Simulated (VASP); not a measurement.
# BAs (F-43m) in VASP: notebook

Runs on BAs. Level: PBE. Tasks: G0W0 quasiparticle levels.

Everything below comes from runs of VASP 6.6.1. Logs are shortened: lines on timing, memory, paths and dates and some standing lists are left out, and cuts for length are marked.

## Step 1: The cell of the first run

Symmetry: F-43m, No. 216, cubic system. The conventional cell has a = 4.640 Å, b = 4.640 Å, c = 4.640 Å, α = 90.00°, β = 90.00°, γ = 90.00°. B (site symmetry -43m) has 4 As at 2.01 Å within 2.7 Å. Within 2.7 Å of As (site symmetry -43m) lie 4 B at 2.01 Å.

## Step 2: G0W0 quasiparticle levels, PBE

Contents of POSCAR:

```
BAs
1.0
    0.0000000000      2.3201115760      2.3201115760
    2.3201115760      0.0000000000      2.3201115760
    2.3201115760      2.3201115760      0.0000000000
B As
1 1
Direct
    0.0000000000      0.0000000000      0.0000000000
    0.2500000000      0.2500000000      0.2500000000
```

Contents of INCAR.step1:

```
SYSTEM = BAs
  ALGO = Normal
  EDIFF = 1E-8
  ENCUT = 500
  GGA = PE
  ISMEAR = 0
  LASPH = .TRUE.
  LCHARG = .FALSE.
  LREAL = .FALSE.
  LWAVE = .TRUE.
  NELM = 80
  PREC = Accurate
  SIGMA = 0.01
```

Contents of INCAR.step2:

```
SYSTEM = BAs
  ALGO = Exact
  EDIFF = 1E-8
  ENCUT = 500
  GGA = PE
  ISMEAR = 0
  ISTART = 1
  LASPH = .TRUE.
  LCHARG = .FALSE.
  LOPTICS = .TRUE.
  LREAL = .FALSE.
  LWAVE = .TRUE.
  NBANDS = 108
  NELM = 1
  PREC = Accurate
  SIGMA = 0.01
```

Contents of INCAR.step3:

```
SYSTEM = BAs
  ALGO = EVGW0
  EDIFF = 1E-8
  ENCUT = 500
  ENCUTGW = 150.0
  GGA = PE
  ISMEAR = 0
  ISTART = 1
  LASPH = .TRUE.
  LCHARG = .FALSE.
  LREAL = .FALSE.
  LWAVE = .FALSE.
  NBANDS = 108
  NBANDSGW = 12
  NELMGW = 1
  NOMEGA = 96
  OMEGAMAX = 20
  PREC = Accurate
  PRECFOCK = Fast
  SIGMA = 0.01
```

Contents of KPOINTS:

```
k-points
0
G
  6 6 6
  0 0 0
```

Potentials or basis: VASP PAW PBE potentials, release 64 (B_GW, As_GW).

Launch:

```sh
$ cat potpaw_PBE.64/B_GW/POTCAR potpaw_PBE.64/As_GW/POTCAR > POTCAR
$ cp INCAR.step1 INCAR
$ mpirun -np 1 vasp_std > vasp.out
$ cp INCAR.step2 INCAR
$ mpirun -np 1 vasp_std > vasp.out
$ cp INCAR.step3 INCAR
$ mpirun -np 1 vasp_std > vasp.out
```

OUTCAR:

```text
SYSTEM = BAs
   EDIFF = 1E-8
   ENCUT = 500
   ENCUTGW = 150.0
   GGA = PE
   ISMEAR = 0
   ISTART = 1
   LASPH = .TRUE.
   LREAL = .FALSE.
   NELMGW = 1
   PREC = Accurate
   PRECFOCK = Fast

 ion  position               nearest neighbor table
   1  0.000  0.000  0.000-   2 2.01   2 2.01   2 2.01   2 2.01
   2  0.250  0.250  0.250-   1 2.01   1 2.01   1 2.01   1 2.01

  LATTYP: Found a face centered cubic cell.
 ALAT       =     4.6402231520

  Lattice vectors:

 A1 = (   0.0000000000,   2.3201115760,   2.3201115760)
 A2 = (   2.3201115760,   0.0000000000,   2.3201115760)
 A3 = (   2.3201115760,   2.3201115760,   0.0000000000)

Analysis of symmetry for initial positions (statically):
=====================================================================
 Subroutine PRICEL returns:
 Original cell was already a primitive cell.

 Routine SETGRP: Setting up the symmetry group for a
 face centered cubic supercell.

 Subroutine GETGRP returns: Found 24 space group operations
 (whereof 24 operations were pure point group operations)
 out of a pool of 48 trial point group operations.

The static configuration has the point symmetry T_d .

Analysis of symmetry for dynamics (positions and initial velocities):
=====================================================================
 Subroutine PRICEL returns:
 Original cell was already a primitive cell.

 Routine SETGRP: Setting up the symmetry group for a
 face centered cubic supercell.

 Subroutine GETGRP returns: Found 24 space group operations
 (whereof 24 operations were pure point group operations)
 out of a pool of 48 trial point group operations.

The dynamic configuration has the point symmetry T_d .

 Subroutine INISYM returns: Found 24 space group operations
 (whereof 24 operations are pure point group operations),
 and found     1 'primitive' translations

----------------------------------------------------------------------------------------

                                     Primitive cell

  volume of cell :      24.9779

  direct lattice vectors                    reciprocal lattice vectors
     0.000000000  2.320111576  2.320111576    -0.215506877  0.215506877  0.215506877
     2.320111576  0.000000000  2.320111576     0.215506877 -0.215506877  0.215506877
     2.320111576  2.320111576  0.000000000     0.215506877  0.215506877 -0.215506877

  length of vectors
     3.281133257  3.281133257  3.281133257     0.373268860  0.373268860  0.373268860

  position of ions in fractional coordinates (direct lattice)
     0.000000000  0.000000000  0.000000000
     0.250000000  0.250000000  0.250000000

  ion indices of the primitive-cell ions
   primitive index   ion index
                 1           1
                 2           2

----------------------------------------------------------------------------------------

 KPOINTS: k-points

Automatic generation of k-mesh.
 Grid dimensions read from file:
 generate k-points for:    6    6    6

 Generating k-lattice:

  Cartesian coordinates                     Fractional coordinates (reciprocal lattice)
    -0.035917813  0.035917813  0.035917813     0.166666667  0.000000000  0.000000000
     0.035917813 -0.035917813  0.035917813     0.000000000  0.166666667  0.000000000
     0.035917813  0.035917813 -0.035917813     0.000000000  0.000000000  0.166666667

  Length of vectors
     0.062211477  0.062211477  0.062211477

  Shift w.r.t. Gamma in fractional coordinates (k-lattice)
     0.000000000  0.000000000  0.000000000

 Subroutine IBZKPT returns following result:
 ===========================================

 Found     16 irreducible k-points:

 Following reciprocal coordinates:
            Coordinates               Weight
  0.000000  0.000000  0.000000      1.000000
  0.166667  0.000000  0.000000      8.000000
  0.333333  0.000000  0.000000      8.000000
  0.500000  0.000000  0.000000      4.000000
  0.166667  0.166667  0.000000      6.000000
  0.333333  0.166667  0.000000     24.000000
[... 8 lines left out ...]
 -0.333333  0.333333  0.166667     24.000000
 -0.333333  0.500000  0.166667     12.000000
   k-points           NKPTS =     16   k-points in BZ     NKDIM =    216   number of bands    NBANDS=    108
   number of dos      NEDOS =    301   number of ions     NIONS =      2
   total plane-waves  NPLWV =  13824
   dimension x,y,z NGX =    24 NGY =   24 NGZ =   24
   dimension x,y,z NGXF=    48 NGYF=   48 NGZF=   48
   ions per type =               1   1
   NGX,Y,Z   is equivalent  to a cutoff of  12.16, 12.16, 12.16 a.u.
   NGXF,Y,Z  is equivalent  to a cutoff of  24.32, 24.32, 24.32 a.u.
 SYSTEM =  BAs
   PREC   = accura    normal or accurate (medium, high low for compatibility)
   ISTART =      1    job   : 0-new  1-cont  2-samecut
   ICHARG =      0    charge: 1-file 2-atom 10-const
   ISPIN  =      1    spin polarized calculation?
   LNONCOLLINEAR =      F non collinear calculations
   LSORBIT =      F    spin-orbit coupling
   LASPH  =      T    aspherical Exc in radial PAW
   ENCUT  =  500.0 eV  36.75 Ry    6.06 a.u.   5.98  5.98  5.98*2*pi/ulx,y,z
   NELM   =     60;   NELMIN=  2; NELMDL=  0     # of ELM steps
   EDIFF  = 0.1E-07   stopping-criterion for ELM
   LREAL  =      F    real-space projection
   EDIFFG = 0.1E-06   stopping-criterion for IOM
   NSW    =      0    number of steps for IOM
   IBRION =     -1    ionic relax: 0-MD 1-quasi-New 2-CG
   NFREE  =      0    steps in history (QN), initial steepest desc. (CG)
   ISIF   =      0    stress and relaxation
   ISYM   =      3    0-nonsym 1-usesym 2-fastsym
   POTIM  = 0.5000    time-step for ionic-motion
   TEBEG  =    0.0;   TEEND  =   0.0 temperature during run
   PSTRESS=    0.0 pullay stress
   NELECT =       8.0000    total number of electrons
   NUPDOWN=      -1.0000    fix difference up-down
   EMIN   =  10.00;   EMAX   =-10.00  energy-range for DOS
   EFERMI =   0.00;   METHOD = LEGACY
   ISMEAR =     0;   SIGMA  =   0.01  broadening in eV -4-tet -1-fermi 0-gaus
   EFERMI_NEDOS =   21; number of points for ismear=-14 and -15
   IALGO  =     38    algorithm
   IMIX   =      4    mixing-type and parameters
     AMIX     =   0.40;   BMIX     =  1.00
     AMIX_MAG =   1.60;   BMIX_MAG =  1.00
  volume/ion in A,a.u.               =      12.49        84.28
  Fermi-wavevector in a.u.,A,eV,Ry     =   1.120089  2.116662 17.069868  1.254600
  Thomas-Fermi vector in A             =   2.256733
   LORBIT       =      0    0 simple, 1 ext, 2 COOP (PROOUT), +10 PAW based schemes
   GGA     = PE    functional components
   LHFCALC =     T    Hartree Fock is set to
   PRECFOCK=fast      Normal, Fast or Accurate (Low or Medium for compatibility)
   ENCUT4O =  -1.0   cutoff for four orbital integrals eV
   NKREDX  =     1    reduce k-point grid by
   NKREDY  =     1    reduce k-point grid by
   NKREDZ  =     1    reduce k-point grid by
   AEXX    =    1.0000 exact exchange contribution
   HFSCREEN=    0.0000 screening length (either q_TF or 0.3 A-1)
   HFSCREENC=   0.0000 screening length for correlation (either q_TF or 0.3 A-1)
   ENCUTFOCK=  -1.0 apply spherical cutoff to Coloumb kernel
   IVDW    =     0    specifies the selected vdW correction
   LEPSILON=     F    determine dielectric tensor
   LRPA    =     F    only Hartree local field effects (RPA)
   LRPAFORCE           =     F    calculate RPA forces
   ENCUTGW             = 150.0    cutoff for response function in eV
   ENCUTGWSOFT         = 120.0    soft cutoff for Coulomb kernel in GW response function in eV
   ENCUTLF             =  -1.0    cutoff for local field effects
   NELMGW              =     1    number of iterations in solving QP/BSE equation
   NELMHF              =     1    number of iterations in the inner HF iteration
   NKREDLFX            =     1    NKREDLFY  =   1   NKREDLFZ  =   1
 non-spin polarized calculation
 Gauss-broadening in eV      SIGMA  =   0.01
  energy-cutoff  :      500.00
  volume of cell :       24.98
 maximum number of plane-waves:       650
  NGX = 14; NGY = 14; NGZ = 14
   NGX = 11   NGY = 11   NGZ = 11
 maximum number of plane-waves:       113

 QP shifts <psi_nk| G(iteration)W_0 |psi_nk>: iteration 1
 for sc-GW calculations column KS-energies equals QP-energies in previous step
 and V_xc(KS)=  KS-energies - (<T + V_ion + V_H > + <T+V_H+V_ion>^1  + <V_x>^1)

 k-point   1 :       0.0000    0.0000    0.0000
  band No.  KS-energies  QP-energies   sigma(KS)   V_xc(KS)     V^pw_x(r,r')   Z            occupation Imag(sigma)

      1      -9.0630      -9.8161     -12.9197     -11.8378     -19.9995       0.6961       2.0000       1.2070
      2       7.1712       6.6513     -13.4920     -12.8383     -14.2777       0.7953       2.0000       0.0199
      3       7.1712       6.6513     -13.4920     -12.8383     -14.2777       0.7953       2.0000       0.0199
      4       7.1712       6.6513     -13.4920     -12.8383     -14.2777       0.7953       2.0000       0.0199
      5      10.5606      10.8781     -11.2130     -11.6119      -6.9616       0.7958       0.0000      -0.0520
      6      10.5606      10.8781     -11.2130     -11.6119      -6.9616       0.7958       0.0000      -0.0520
      7      10.5606      10.8781     -11.2130     -11.6119      -6.9616       0.7958       0.0000      -0.0520
      8      12.9624      13.5393     -11.9728     -12.7307      -6.3906       0.7612       0.0000      -0.0889
      9      17.1858      17.2758      -9.2115      -9.3260      -3.2747       0.7861       0.0000      -0.2276
     10      20.4825      20.5170     -10.6468     -10.6908      -4.5731       0.7840       0.0000      -0.3100
     11      20.4825      20.5170     -10.6468     -10.6908      -4.5731       0.7840       0.0000      -0.3100
     12      21.8662      21.7866      -9.4922      -9.3916      -2.6853       0.7904       0.0000      -0.6227

 k-point   2 :       0.1667    0.0000    0.0000
  band No.  KS-energies  QP-energies   sigma(KS)   V_xc(KS)     V^pw_x(r,r')   Z            occupation Imag(sigma)
[... 225 lines left out ...]
      1      -4.2466      -4.7990     -13.2426     -12.4927     -18.4924       0.7365       2.0000       0.5613
      2      -1.4859      -2.2761     -13.3408     -12.2456     -17.8507       0.7214       2.0000       0.3046
      3       1.5106       0.7953     -12.4821     -11.5373     -15.1516       0.7570       2.0000       0.0802
      4       1.7092       0.9957     -12.4980     -11.5568     -15.0932       0.7580       2.0000       0.0757
      5      10.9607      11.0654     -10.6774     -10.8100      -5.9492       0.7896       0.0000      -0.0626
      6      11.3125      11.5767     -10.6254     -10.9594      -5.8451       0.7909       0.0000      -0.0645
      7      16.3749      16.6633     -11.3130     -11.6954      -4.9944       0.7542       0.0000      -0.2195
      8      16.6123      16.9920     -11.1453     -11.6436      -4.9225       0.7619       0.0000      -0.2202
      9      20.2205      20.5468     -11.5975     -12.0357      -4.2651       0.7446       0.0000      -0.4703
     10      23.6580      23.7543     -10.7012     -10.8272      -3.4789       0.7642       0.0000      -0.6346
     11      23.9289      24.2618     -11.5381     -11.9752      -4.2366       0.7615       0.0000      -0.7435
     12      26.9571      27.2678     -10.9591     -11.3721      -3.5621       0.7524       0.0000      -0.9140
```

It took 1.9 min on 1 thread of Intel Xeon 6975P-C (Granite Rapids), shared host; peak memory 0.48 GiB.

What came out:

```yaml
Quasiparticle_gap: 1.79 eV
Least_direct_quasiparticle_gap: 4.23 eV
Band_gap_of_the_starting_levels_on_the_mesh: 1.20 eV
Least_direct_gap_of_the_starting_levels_on_the_mesh: 3.39 eV
```

Caveat: the k points lie up to 0.39 Å⁻¹ apart; bands, screening cutoff and mesh are small and nothing is extrapolated, so the quasiparticle values aren't converged.

## Step 3: G0W0 quasiparticle levels, PBE

This run uses another cell than the first one, of 12.11 Å³/atom.

Contents of POSCAR:

```
BAs
1.0
    0.0000000000      2.2961928999      2.2961928999
    2.2961928999      0.0000000000      2.2961928999
    2.2961928999      2.2961928999      0.0000000000
B As
1 1
Direct
    0.0000000000      0.0000000000      0.0000000000
    0.2500000000      0.2500000000      0.2500000000
```

Contents of INCAR.step1:

```
SYSTEM = BAs
PREC = Accurate
ENCUT = 500
EDIFF = 1E-8
ISMEAR = 0
SIGMA = 0.01
LREAL = .FALSE.
LASPH = .TRUE.
NELM = 60
ALGO = Normal
LWAVE = .TRUE.
LCHARG = .FALSE.
GGA = PE
```

Contents of INCAR.step2:

```
SYSTEM = BAs
PREC = Accurate
ENCUT = 500
EDIFF = 1E-8
ISMEAR = 0
SIGMA = 0.01
LREAL = .FALSE.
LASPH = .TRUE.
NELM = 1
ALGO = Exact
LWAVE = .TRUE.
LCHARG = .FALSE.
GGA = PE
NBANDS = 105
LOPTICS = .TRUE.
ISTART = 1
```

Contents of INCAR.step3:

```
SYSTEM = BAs
PREC = Accurate
ENCUT = 500
EDIFF = 1E-8
ISMEAR = 0
SIGMA = 0.01
LREAL = .FALSE.
LASPH = .TRUE.
ALGO = EVGW0
LWAVE = .FALSE.
LCHARG = .FALSE.
GGA = PE
NELMGW = 1
NBANDS = 105
ENCUTGW = 150.0
NOMEGA = 96
PRECFOCK = Fast
ISTART = 1
NBANDSGW = 12
OMEGAMAX = 20
```

Contents of KPOINTS:

```
regular mesh
0
G
  6 6 6
  0 0 0
```

Potentials or basis: VASP PAW PBE potentials, release 64 (B_GW, As_GW).

Launch:

```sh
$ cat potpaw_PBE.64/B_GW/POTCAR potpaw_PBE.64/As_GW/POTCAR > POTCAR
$ cp INCAR.step1 INCAR
$ mpirun -np 1 vasp_std > vasp.out
$ cp INCAR.step2 INCAR
$ mpirun -np 1 vasp_std > vasp.out
$ cp INCAR.step3 INCAR
$ mpirun -np 1 vasp_std > vasp.out
```

OUTCAR:

```text
SYSTEM = BAs
   PREC = Accurate
   ENCUT = 500
   EDIFF = 1E-8
   ISMEAR = 0
   LREAL = .FALSE.
   LASPH = .TRUE.
   GGA = PE
   NELMGW = 1
   ENCUTGW = 150.0
   PRECFOCK = Fast
   ISTART = 1

 ion  position               nearest neighbor table
   1  0.000  0.000  0.000-   2 1.99   2 1.99   2 1.99   2 1.99
   2  0.250  0.250  0.250-   1 1.99   1 1.99   1 1.99   1 1.99
[... 190 lines left out ...]
      2       7.5463       7.0273     -13.5794     -12.9284     -14.3796       0.7971       2.0000       0.0201
      3       7.5463       7.0273     -13.5794     -12.9284     -14.3796       0.7971       2.0000       0.0201
      4       7.5463       7.0273     -13.5794     -12.9284     -14.3796       0.7971       2.0000       0.0201
      5      10.9808      11.3056     -11.2883     -11.6952      -7.0356       0.7981       0.0000      -0.0508
      6      10.9808      11.3056     -11.2883     -11.6952      -7.0356       0.7981       0.0000      -0.0508
      7      10.9808      11.3056     -11.2883     -11.6952      -7.0356       0.7981       0.0000      -0.0508
      8      13.7498      14.3313     -12.0009     -12.7642      -6.2961       0.7618       0.0000      -0.0941
      9      17.7355      17.8605      -9.3079      -9.4666      -3.3339       0.7877       0.0000      -0.2297
     10      20.9922      21.0310     -10.7414     -10.7908      -4.6384       0.7842       0.0000      -0.3074
     11      20.9922      21.0310     -10.7414     -10.7908      -4.6384       0.7842       0.0000      -0.3074
     12      22.3610      22.3009      -9.5957      -9.5195      -2.7435       0.7890       0.0000      -0.6175
[... 228 lines left out ...]
      1      -3.9937      -4.5557     -13.3170     -12.5559     -18.5828       0.7384       2.0000       0.5576
      2      -1.2774      -2.0794     -13.4368     -12.3305     -17.9835       0.7249       2.0000       0.3054
      3       1.6975       0.9770     -12.5775     -11.6277     -15.2995       0.7585       2.0000       0.0821
      4       1.8964       1.1774     -12.5892     -11.6420     -15.2374       0.7592       2.0000       0.0773
      5      11.3381      11.4470     -10.7677     -10.9052      -6.0274       0.7919       0.0000      -0.0615
      6      11.7447      12.0131     -10.6899     -11.0279      -5.8960       0.7941       0.0000      -0.0636
      7      16.9540      17.2510     -11.3647     -11.7569      -5.0167       0.7574       0.0000      -0.2218
      8      17.1956      17.5956     -11.2181     -11.7418      -4.9612       0.7637       0.0000      -0.2219
      9      20.8731      21.2184     -11.6661     -12.1282      -4.2970       0.7473       0.0000      -0.4731
     10      24.2786      24.3975     -10.7943     -10.9498      -3.5179       0.7648       0.0000      -0.6386
     11      24.7167      25.0747     -11.6104     -12.0785      -4.2683       0.7647       0.0000      -0.7543
     12      27.7227      28.0661     -11.0584     -11.5149      -3.6010       0.7523       0.0000      -0.9254
```

OUTCAR.step1:

```text
SYSTEM = BAs
   PREC = Accurate
   ENCUT = 500
   EDIFF = 1E-8
   ISMEAR = 0
   LREAL = .FALSE.
   LASPH = .TRUE.
[... 385 lines left out ...]
      0.00000      0.00000      0.00000        -0.000000     -0.000000     -0.000000
      1.14810      1.14810      1.14810         0.000000      0.000000      0.000000
 -----------------------------------------------------------------------------------
    total drift:                                0.000000      0.000000      0.000000

  FREE ENERGIE OF THE ION-ELECTRON SYSTEM (eV)
  ---------------------------------------------------
  free  energy   TOTEN  =       -11.1441708424 eV

  energy  without entropy=      -11.1441708424  energy(sigma->0) =      -11.14417084
```

OUTCAR.step2:

```text
SYSTEM = BAs
   PREC = Accurate
   ENCUT = 500
   EDIFF = 1E-8
[... 849 lines left out ...]
  --------------------------------------------------------------------------------------------------------------
     0.00000    10.89299    10.89299    10.89299    -0.00000    -0.00000     0.00000
     1.83905    12.11493    12.11493    12.11493    -0.00000    -0.00000     0.00000
     3.67809    14.60416    14.60416    14.60416    -0.00000    -0.00000     0.00000
     5.51714    24.37291    24.37291    24.37291    -0.00000    -0.00000    -0.00000
     7.35618    -8.52142    -8.52142    -8.52142     0.00000     0.00000    -0.00000
     9.19523    -1.86743    -1.86743    -1.86743     0.00000     0.00000    -0.00000
[... 92 lines left out ...]
   180.22653     0.98461     0.98461     0.98461     0.00000     0.00000    -0.00000
   182.06558     0.98493     0.98493     0.98493     0.00000     0.00000    -0.00000
```

Run time: 3.7 min. Hardware: 1 thread of AMD EPYC 9R45 (Zen 5), shared host; peak memory 0.44 GiB.

Results:

```yaml
Quasiparticle_gap: 1.74 eV
Least_direct_quasiparticle_gap: 4.28 eV
Band_gap_of_the_starting_levels_on_the_mesh: 1.17 eV
Least_direct_gap_of_the_starting_levels_on_the_mesh: 3.43 eV
```

Caveat: the k points lie up to 0.39 Å⁻¹ apart; bands, screening cutoff and mesh are small and nothing is extrapolated, so the quasiparticle values aren't converged.
